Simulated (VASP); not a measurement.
A run of VASP 6.6.1:

The input INCAR:

```
SYSTEM = Co
  PREC = Accurate
  ENCUT = 520
  EDIFF = 1E-6
  ISMEAR = -1
  SIGMA = 0.1
  LREAL = .False.
  LASPH = .True.
  NELM = 100
  ALGO = Normal
  ISIF = 2
  LWAVE = .False.
  LCHARG = .False.
  NBANDS = 10
```

Contents of KPOINTS:

```
Automatic mesh
0
Gamma
  18 18 18
  0 0 0
```

POSCAR

```
Co
1.0
   -1.3123545540      1.3123545540      1.3123545540
    1.3123545540     -1.3123545540      1.3123545540
    1.3123545540      1.3123545540     -1.3123545540
Co
1
Direct
    0.0000000000      0.0000000000      0.0000000000
```

Potentials or basis: VASP PAW LDA potentials, release 64 (Co).

Run with:

```console
$ cat potpaw_LDA.64/Co/POTCAR > POTCAR
$ mpirun -np 1 vasp_std > vasp.out
```

Hardware: 1 thread of AMD EPYC 7R13, with other jobs on the host.

Problem. Estimate the wall time of this run.

Solution. Run time: 27 s on 1 thread of AMD EPYC 7R13, with other jobs on the host, peak memory 0.1 GiB. Counts: scf iterations 12, k points 195.
